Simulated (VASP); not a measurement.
# SrHfBr6 (P4/mmm) in VASP: a series of runs

SrHfBr6 is run at these levels: PBEsol; tasks: single point, relaxation of cell and atoms.

All numbers are computed with VASP 6.6.1; they aren't measurements. Logs are shortened: lines on timing, memory, paths and dates and some standing lists are left out, and cuts for length are marked.

## (1) The cell of the first run

Symmetry: P4/mmm, No. 123, tetragonal system. Conventional cell: a = 4.662 Å, b = 4.662 Å, c = 9.409 Å, α = 90.00°, β = 90.00°, γ = 90.00°. Within 4.3 Å of Sr (site symmetry 4/mmm) lie 12 Br at 3.30 to 3.62 Å. Within 4.0 Å of Hf (site symmetry 4/mmm) lie 12 Br at 3.03 to 3.30 Å. Br (site symmetry 4/mmm) has 4 Sr at 3.30 Å and 8 Br at 3.62 Å within 4.3 Å. Within 4.0 Å of Br (site symmetry 4/mmm) lie 8 Br at 3.03 Å and 4 Hf at 3.30 Å. Br (site symmetry 2mm) has 2 Hf at 3.03 Å and 9 Br at 3.03 to 3.88 Å and 2 Sr at 3.62 Å within 4.0 Å.

## (2) Single point, PBEsol

INCAR reads:

```
SYSTEM = SrHfBr6
PREC = Accurate
ENCUT = 520
EDIFF = 1E-6
ISMEAR = -1
SIGMA = 0.03
LREAL = .False.
LASPH = .True.
NELM = 100
ALGO = Normal
ISIF = 2
LWAVE = .False.
LCHARG = .False.
GGA = PS
NBANDS = 41
```

KPOINTS reads:

```
regular mesh
0
Gamma
  4 4 2
  0 0 0
```

POSCAR reads:

```
SrHfBr6
1.0
    4.6615520617      0.0000000000      0.0000000000
    0.0000000000      4.6615520617      0.0000000000
    0.0000000000      0.0000000000      9.4091490667
Sr Hf Br
1 1 6
Direct
    0.0000000000      0.0000000000      0.0000000000
    0.0000000000      0.0000000000      0.5000000000
    0.5000000000      0.5000000000      0.0000000000
    0.5000000000      0.5000000000      0.5000000000
    0.5000000000      0.0000000000      0.2938765872
    0.5000000000      0.0000000000      0.7061234128
    0.0000000000      0.5000000000      0.2938765872
    0.0000000000      0.5000000000      0.7061234128
```

Potentials or basis: VASP PAW PBE potentials, release 64 (Sr_sv, Hf_pv, Br).

Started as:

```bash
> cat potpaw_PBE.64/Sr_sv/POTCAR potpaw_PBE.64/Hf_pv/POTCAR potpaw_PBE.64/Br/POTCAR > POTCAR
> mpirun -np 1 vasp_std > vasp.out
```

OUTCAR:

```text
SYSTEM = SrHfBr6
   PREC = Accurate
   ENCUT = 520
   EDIFF = 1E-6
   ISMEAR = -1
   LREAL = .False.
   LASPH = .True.
   NELM = 100
   ISIF = 2
   GGA = PS

 ion  position               nearest neighbor table
   1  0.000  0.000  0.000-   3 3.30   3 3.30   3 3.30   3 3.30   8 3.62   5 3.62   7 3.62   8 3.62
                             6 3.62   5 3.62   6 3.62   7 3.62
   2  0.000  0.000  0.500-   5 3.03   6 3.03   7 3.03   8 3.03   7 3.03   8 3.03   5 3.03   6 3.03
                             4 3.30   4 3.30   4 3.30   4 3.30
   3  0.500  0.500  0.000-   1 3.30   1 3.30   1 3.30   1 3.30
   4  0.500  0.500  0.500-   2 3.30   2 3.30   2 3.30   2 3.30
   5  0.500  0.000  0.294-   2 3.03   2 3.03   1 3.62   1 3.62
   6  0.500  0.000  0.706-   2 3.03   2 3.03   1 3.62   1 3.62
   7  0.000  0.500  0.294-   2 3.03   2 3.03   1 3.62   1 3.62
   8  0.000  0.500  0.706-   2 3.03   2 3.03   1 3.62   1 3.62

  LATTYP: Found a simple tetragonal cell.
 ALAT       =     4.6615520617
 C/A-ratio  =     2.0184584323

  Lattice vectors:

 A1 = (   4.6615520617,   0.0000000000,   0.0000000000)
 A2 = (   0.0000000000,   4.6615520617,   0.0000000000)
 A3 = (   0.0000000000,   0.0000000000,   9.4091490667)

Analysis of symmetry for initial positions (statically):
=====================================================================
 Subroutine PRICEL returns:
 Original cell was already a primitive cell.

 Routine SETGRP: Setting up the symmetry group for a
 simple tetragonal supercell.

 Subroutine GETGRP returns: Found 16 space group operations
 (whereof 16 operations were pure point group operations)
 out of a pool of 16 trial point group operations.

The static configuration has the point symmetry D_4h.

Analysis of symmetry for dynamics (positions and initial velocities):
=====================================================================
 Subroutine PRICEL returns:
 Original cell was already a primitive cell.

 Routine SETGRP: Setting up the symmetry group for a
 simple tetragonal supercell.

 Subroutine GETGRP returns: Found 16 space group operations
 (whereof 16 operations were pure point group operations)
 out of a pool of 16 trial point group operations.

The dynamic configuration has the point symmetry D_4h.

 Subroutine INISYM returns: Found 16 space group operations
 (whereof 16 operations are pure point group operations),
 and found     1 'primitive' translations

----------------------------------------------------------------------------------------

                                     Primitive cell

  volume of cell :     204.4614

  direct lattice vectors                    reciprocal lattice vectors
     4.661552062  0.000000000  0.000000000     0.214520826  0.000000000  0.000000000
     0.000000000  4.661552062  0.000000000     0.000000000  0.214520826  0.000000000
     0.000000000  0.000000000  9.409149067     0.000000000  0.000000000  0.106279536

  length of vectors
     4.661552062  4.661552062  9.409149067     0.214520826  0.214520826  0.106279536

  position of ions in fractional coordinates (direct lattice)
     0.000000000  0.000000000  0.000000000
     0.000000000  0.000000000  0.500000000
     0.500000000  0.500000000  0.000000000
     0.500000000  0.500000000  0.500000000
     0.500000000  0.000000000  0.293876587
     0.500000000  0.000000000  0.706123413
     0.000000000  0.500000000  0.293876587
     0.000000000  0.500000000  0.706123413

  ion indices of the primitive-cell ions
   primitive index   ion index
                 1           1
                 2           2
                 3           3
                 4           4
                 5           5
                 6           6
                 7           7
                 8           8

----------------------------------------------------------------------------------------

 KPOINTS: regular mesh

Automatic generation of k-mesh.
 Grid dimensions read from file:
 generate k-points for:    4    4    2

 Generating k-lattice:

  Cartesian coordinates                     Fractional coordinates (reciprocal lattice)
     0.053630207  0.000000000  0.000000000     0.250000000  0.000000000  0.000000000
     0.000000000  0.053630207  0.000000000     0.000000000  0.250000000  0.000000000
     0.000000000  0.000000000  0.053139768     0.000000000  0.000000000  0.500000000

  Length of vectors
     0.053630207  0.053630207  0.053139768

  Shift w.r.t. Gamma in fractional coordinates (k-lattice)
     0.000000000  0.000000000  0.000000000

 Subroutine IBZKPT returns following result:
 ===========================================

 Found     12 irreducible k-points:

 Following reciprocal coordinates:
            Coordinates               Weight
  0.000000  0.000000  0.000000      1.000000
  0.250000  0.000000  0.000000      4.000000
  0.500000  0.000000  0.000000      2.000000
  0.250000  0.250000  0.000000      4.000000
  0.500000  0.250000  0.000000      4.000000
  0.500000  0.500000  0.000000      1.000000
  0.000000  0.000000  0.500000      1.000000
  0.250000  0.000000  0.500000      4.000000
  0.500000  0.000000  0.500000      2.000000
  0.250000  0.250000  0.500000      4.000000
  0.500000  0.250000  0.500000      4.000000
  0.500000  0.500000  0.500000      1.000000
   k-points           NKPTS =     12   k-points in BZ     NKDIM =     12   number of bands    NBANDS=     41
   number of dos      NEDOS =    301   number of ions     NIONS =      8
   total plane-waves  NPLWV =  90720
   dimension x,y,z NGX =    36 NGY =   36 NGZ =   70
   dimension x,y,z NGXF=    72 NGYF=   72 NGZF=  140
   ions per type =               1   1   6
   NGX,Y,Z   is equivalent  to a cutoff of  12.84, 12.84, 12.37 a.u.
   NGXF,Y,Z  is equivalent  to a cutoff of  25.68, 25.68, 24.74 a.u.
 SYSTEM =  SrHfBr6
   PREC   = accura    normal or accurate (medium, high low for compatibility)
   ISTART =      0    job   : 0-new  1-cont  2-samecut
   ICHARG =      2    charge: 1-file 2-atom 10-const
   ISPIN  =      1    spin polarized calculation?
   LNONCOLLINEAR =      F non collinear calculations
   LSORBIT =      F    spin-orbit coupling
   LASPH  =      T    aspherical Exc in radial PAW
   ENCUT  =  520.0 eV  38.22 Ry    6.18 a.u.   8.67  8.67 17.49*2*pi/ulx,y,z
   NELM   =    100;   NELMIN=  2; NELMDL= -5     # of ELM steps
   EDIFF  = 0.1E-05   stopping-criterion for ELM
   LREAL  =      F    real-space projection
[... 7 lines left out ...]
   TEBEG  =    0.0;   TEEND  =   0.0 temperature during run
   PSTRESS=    0.0 pullay stress
   NELECT =      62.0000    total number of electrons
   NUPDOWN=      -1.0000    fix difference up-down
   EMIN   =  10.00;   EMAX   =-10.00  energy-range for DOS
   EFERMI =   0.00;   METHOD = LEGACY
   ISMEAR =    -1;   SIGMA  =   0.03  broadening in eV -4-tet -1-fermi 0-gaus
   EFERMI_NEDOS =   21; number of points for ismear=-14 and -15
   IALGO  =     38    algorithm
   IMIX   =      4    mixing-type and parameters
     AMIX     =   0.40;   BMIX     =  1.00
     AMIX_MAG =   1.60;   BMIX_MAG =  1.00
  volume/ion in A,a.u.               =      25.56       172.47
  Fermi-wavevector in a.u.,A,eV,Ry     =   1.099854  2.078422 16.458670  1.209678
  Thomas-Fermi vector in A             =   2.236255
   LORBIT       =      0    0 simple, 1 ext, 2 COOP (PROOUT), +10 PAW based schemes
   GGA     = PS    functional components
   LHFCALC =     F    Hartree Fock is set to
   AEXX    =    0.0000 exact exchange contribution
   IVDW    =     0    specifies the selected vdW correction
   LEPSILON=     F    determine dielectric tensor
   LRPA    =     F    only Hartree local field effects (RPA)
 non-spin polarized calculation
  energy-cutoff  :      520.00
  volume of cell :      204.46
 maximum number of plane-waves:      5536
 NGX is ok and might be reduce to    36
   NGX = 17   NGY = 17   NGZ = 35

 number of electron      62.0000012 magnetization

 Free energy of the ion-electron system (eV)
  ---------------------------------------------------
  ext. energy  EPLUGINS =         0.00000000
  ---------------------------------------------------
  free energy    TOTEN  =       -30.12285893 eV

  energy without entropy =      -30.11121028  energy(sigma->0) =      -30.11703461

 E-fermi :   3.6773     XC(G=0):  -9.7128

 val. band max:        3.6733742145   @ k =   0.5000   0.2500   0.0000
 cond. band min:       3.7202596623   @ k =   0.5000   0.5000   0.5000
 fundamental gap:      0.0468854479
 Fermi energy:         3.6773071039

 k-point     1 :       0.0000    0.0000    0.0000
  band No.  band energies     occupation
      1     -32.8039      2.00000
      2     -29.4497      2.00000
      3     -29.4497      2.00000
      4     -29.4055      2.00000
      5     -14.8008      2.00000
      6     -14.7231      2.00000
[... 33 lines left out ...]
     40       6.9374      0.00000
     41       7.3107      0.00000

 k-point     2 :       0.2500    0.0000    0.0000
  band No.  band energies     occupation
      1     -32.8031      2.00000
      2     -29.4528      2.00000
      3     -29.4495      2.00000
      4     -29.4050      2.00000
      5     -14.7945      2.00000
      6     -14.7705      2.00000
[... 33 lines left out ...]
     40       7.4833      0.00000
     41       7.7954      0.00000

 k-point     3 :       0.5000    0.0000    0.0000
  band No.  band energies     occupation
      1     -32.8024      2.00000
      2     -29.4559      2.00000
      3     -29.4492      2.00000
      4     -29.4045      2.00000
      5     -14.8160      2.00000
      6     -14.7882      2.00000
[... 347 lines left out ...]
      2     -29.4556      2.00000
      3     -29.4522      2.00000
      4     -29.4040      2.00000
      5     -14.7928      2.00000
      6     -14.7832      2.00000
[... 33 lines left out ...]
     40       7.8787      0.00000
     41       7.9794      0.00000

 k-point    12 :       0.5000    0.5000    0.5000
  band No.  band energies     occupation
      1     -32.8010      2.00000
      2     -29.4553      2.00000
      3     -29.4553      2.00000
      4     -29.4035      2.00000
      5     -14.7779      2.00000
      6     -14.7694      2.00000
[... 33 lines left out ...]
     40       7.3061      0.00000
     41       7.5017      0.00000

------------------------ aborting loop because EDIFF is reached ----------------------------------------

  FORCE on cell =-STRESS in cart. coord.  units (eV):
  Direction    XX          YY          ZZ          XY          YZ          ZX
  --------------------------------------------------------------------------------------
  -------------------------------------------------------------------------------------
  Total       -0.1497208     -0.1497208     -0.1630019      0.0000000      0.0000000      0.0000000
  in kB       -1.1732252     -1.1732252     -1.2772971      0.0000000      0.0000000      0.0000000
  external PRESSURE =      -1.2079159 kB  Pullay stress =       0.0000000 kB

 VOLUME and BASIS-vectors are now :
 -----------------------------------------------------------------------------
  energy-cutoff  :      520.00
  volume of cell :      204.46
      direct lattice vectors                 reciprocal lattice vectors
     4.661552062  0.000000000  0.000000000     0.214520826  0.000000000  0.000000000
     0.000000000  4.661552062  0.000000000     0.000000000  0.214520826  0.000000000
     0.000000000  0.000000000  9.409149067     0.000000000  0.000000000  0.106279536

 POSITION                                       TOTAL-FORCE (eV/Angst)
 -----------------------------------------------------------------------------------
      0.00000      0.00000      0.00000         0.000000     -0.000000      0.000000
      0.00000      0.00000      4.70457         0.000000     -0.000000      0.000000
      2.33078      2.33078      0.00000         0.000000     -0.000000      0.000000
      2.33078      2.33078      4.70457         0.000000     -0.000000      0.000000
      2.33078      0.00000      2.76513         0.000000     -0.000000      0.023444
      2.33078      0.00000      6.64402        -0.000000     -0.000000     -0.023444
      0.00000      2.33078      2.76513         0.000000      0.000000      0.023444
      0.00000      2.33078      6.64402        -0.000000      0.000000     -0.023444
 -----------------------------------------------------------------------------------
    total drift:                                0.000000     -0.000000      0.000000

  FREE ENERGIE OF THE ION-ELECTRON SYSTEM (eV)
  ---------------------------------------------------
  free  energy   TOTEN  =       -30.1228589336 eV

  energy  without entropy=      -30.1112102779  energy(sigma->0) =      -30.11703461
```

Run time: 54 s. Hardware: 1 thread of Intel Xeon 6975P-C (Granite Rapids), shared host; peak memory 0.34 GiB.

What came out:

```yaml
Free_energy: -30.1229 eV
Pressure: -0.1 GPa
Largest_force: 0.023 eV/Å
Band_gap_on_the_k_mesh: zero (bands 31 and 32 overlap by 0.15 eV)
```

Forces on the atoms (eV/Å):
```
Sr   0.000  0.000  0.000
Hf   0.000  0.000  0.000
Br   0.000  0.000  0.000
Br   0.000  0.000  0.000
Br   0.000  0.000  0.023
Br   0.000  0.000 -0.023
Br   0.000  0.000  0.023
Br   0.000  0.000 -0.023
```

Caveat: the PAW data sets were made with another functional, which shifts forces and pressure a little; spin-orbit coupling is left out, which moves the levels of the heavy elements.

## (3) Relaxation of cell and atoms, PBEsol

This run uses another cell than the first one, of 34.70 Å³/atom.

INCAR reads:

```
ALGO = Normal
EDIFF = 1E-6
EDIFFG = -0.01
ENCUT = 600
GGA = PS
IBRION = 2
ISIF = 3
ISMEAR = -1
LASPH = True
LCHARG = False
LREAL = False
LWAVE = False
NELM = 60
NSW = 100
PREC = Accurate
SIGMA = 0.03
```

KPOINTS reads:

```
k-points
0
Gamma
  4 4 2
```

POSCAR reads:

```
SrHfBr6
1.0
    5.1807076100      0.0000000000      0.0000000000
    0.0000000000      5.1807076100      0.0000000000
    0.0000000000      0.0000000000     10.3423478000
Sr Hf Br
1 1 6
Direct
    0.0000000000      0.0000000000      0.0000000000
    0.0000000000      0.0000000000      0.5000000000
    0.5000000000      0.5000000000      0.0000000000
    0.5000000000      0.5000000000      0.5000000000
    0.5000000000      0.0000000000      0.2569911300
    0.5000000000      0.0000000000      0.7430088700
    0.0000000000      0.5000000000      0.2569911300
    0.0000000000      0.5000000000      0.7430088700
```

Potentials or basis: VASP PAW PBE potentials, release 64 (Sr_sv, Hf_pv, Br).

Started as:

```bash
> cat potpaw_PBE.64/Sr_sv/POTCAR potpaw_PBE.64/Hf_pv/POTCAR potpaw_PBE.64/Br/POTCAR > POTCAR
> mpirun -np 1 vasp_std > vasp.out
```

Wall time 20 min (1 thread of Intel Xeon 6975P-C (Granite Rapids), shared host); peak memory 0.53 GiB.

It converged, with:

* Free energy: -30.1293 eV
* Relaxed volume: 25.53 Å³/atom
* Relaxed cell: a = 4.660 Å, b = 4.660 Å, c = 9.406 Å, α = 90.00°, β = 90.00°, γ = 90.00°
* Space group after relaxing (to 0.1 Å): P4/mmm (No. 123)
* Energy gained by relaxing: 477.4 meV/atom
* Ionic steps: 16
* Pressure after relaxing: 0.0 GPa
* Band gap on the k mesh: zero (bands 31 and 32 overlap by 0.16 eV)

Step by step:
```
step  energy change (eV)  largest force (eV/Å)  pressure (GPa)  volume (Å³)
   1              0.0000                0.9776           -8.07       277.59
   2             -2.9019                1.1323           -3.75       213.10
   3             -3.1887                1.0829            0.25       194.85
   4             -3.1899                1.0757            0.74       193.12
   5             -3.4211                0.8397            1.04       192.72
   6             -3.6778                0.0663            2.79       191.45
   7             -3.7675                0.0657           -0.69       206.53
   8             -3.7744                0.0709           -0.02       203.13
   9             -3.8069                0.0235            0.00       203.42
  10             -3.8185                0.0249            0.05       203.66
  11             -3.8186                0.0223            0.04       203.65
  12             -3.8186                0.0206            0.04       203.64
  13             -3.8187                0.0194           -0.01       203.93
  14             -3.8188                0.0176           -0.07       204.29
  15             -3.8189                0.0127           -0.06       204.28
  16             -3.8190                0.0009           -0.01       204.25
```

Final structure:
```xyz
8
Lattice="4.6599 0.0000 0.0000 0.0000 4.6599 0.0000 0.0000 0.0000 9.4062" Properties=species:S:1:pos:R:3 pbc="T T T"
Sr    0.0000    0.0000    0.0000
Hf    0.0000    0.0000    4.7031
Br    2.3299    2.3299    0.0000
Br    2.3299    2.3299    4.7031
Br    2.3299    0.0000    2.7690
Br    2.3299    0.0000    6.6372
Br    0.0000    2.3299    2.7690
Br    0.0000    2.3299    6.6372
```

Levels at points of the mesh, in eV from the Fermi level:
```tsv
k point	band 28	band 29	band 30	band 31	band 32	band 33	band 34	band 35
(0.00, 0.00, 0.00)	-1.43	-0.76	-0.39	-0.39	-0.16	0.04	0.75	1.09
(0.50, 0.00, 0.00)	-1.60	-1.09	-0.79	-0.03	1.02	1.71	1.74	1.82
(0.50, 0.50, 0.00)	-0.66	-0.52	-0.35	-0.10	0.10	0.71	1.43	1.43
(0.00, 0.00, 0.50)	-1.33	-1.33	-0.53	-0.53	-0.08	0.04	1.82	1.94
(0.50, 0.00, 0.50)	-1.62	-1.30	-0.97	-0.12	1.09	1.75	1.82	1.96
(0.50, 0.50, 0.50)	-1.08	-0.51	-0.36	-0.33	0.04	0.81	1.69	1.69
```

Caveat: the volume moved by over 15 % at a fixed basis, so the end points are rough; the PAW data sets were made with another functional, which shifts forces and pressure a little; spin-orbit coupling is left out, which moves the levels of the heavy elements.

The gap in the log of VASP goes by the Fermi energy; the results here count the filled bands.